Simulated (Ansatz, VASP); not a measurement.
Two plane-wave programs on Cd3S2

Contents of INCAR:

```
SYSTEM = Cd3S2
ALGO = Normal
EDIFF = 1E-7
EDIFFG = -0.01
ENCUT = 600
GGA = PE
IBRION = 2
ISIF = 3
ISMEAR = 0
LASPH = .True.
LCHARG = .False.
LREAL = .False.
LWAVE = .False.
NELM = 100
NSW = 100
PREC = Accurate
SIGMA = 0.1
```

KPOINTS

```
k-points
0
Gamma
  8 8 8
  0 0 0
```

The input POSCAR:

```
Cd3S2
1.0
    5.1432053520      0.0000000000      0.0000000000
    0.0000000000      5.1432053520      0.0000000000
    0.0000000000      0.0000000000      5.1432053520
Cd S
3 2
Direct
    0.0000000000      0.5000000000      0.5000000000
    0.5000000000      0.0000000000      0.5000000000
    0.5000000000      0.5000000000      0.0000000000
    0.0000000000      0.0000000000      0.0000000000
    0.5000000000      0.5000000000      0.5000000000
```

Input for Ansatz:

```yaml
crystal:
  lattice:
    - [5.143205352, 0.0, 0.0]
    - [0.0, 5.143205352, 0.0]
    - [0.0, 0.0, 5.143205352]
  atoms:
    - { symbol: Cd, position: [0.0, 0.5, 0.5] }
    - { symbol: Cd, position: [0.5, 0.0, 0.5] }
    - { symbol: Cd, position: [0.5, 0.5, 0.0] }
    - { symbol: S, position: [0.0, 0.0, 0.0] }
    - { symbol: S, position: [0.5, 0.5, 0.5] }
basis:
  ecutwfc: 420
kpoints:
  mp_grid: { grid: [8, 8, 8] }
hamiltonian:
  xc: pbe
scf:
  occupations: { method: gaussian, width: 0.1 }
output:
  forces: true
  stress: true
  eigenvalues: true
  write_density: true
  write_potential: true
  elf: true
  volumetric_format: npy
relax:
  adjacent_minimum: "off"
  f_tol: 0.01
  max_steps: 80
  cell: { stress_tol: 0.05 }
```

Alike in both runs: task relaxation of cell and atoms; functional PBE; k mesh 8 × 8 × 8; occupations gaussian, width 0.1 eV; no spin polarisation.

```csv
,VASP,Ansatz
version,VASP 6.6.1,Ansatz 0.2.0
potentials or method,"VASP PAW PBE potentials, release 64 (Cd, S), cutoff 600 eV","scalar-relativistic, plane waves, PAW"
valence electrons in the cell,48,72
```

Ansatz gave:

| Item | Value |
| --- | --- |
| gap on the k mesh at the Fermi level, each at its own relaxed structure (eV) | none |
| relaxed volume (Å³/atom) | 26.92 |
| relaxed cell length with the largest relative difference (Å) | 5.125 |

What did VASP give for the same quantities?

gap on the k mesh at the Fermi level, each at its own relaxed structure (eV): none; relaxed volume (Å³/atom): 27.09; relaxed cell length with the largest relative difference (Å): 5.136.

A gap of «none» marks a metal or a gap that the smearing closes. VASP's potentials hold 48 valence electrons a cell and Ansatz's 72, so a difference there can come from the potentials and not from the codes.
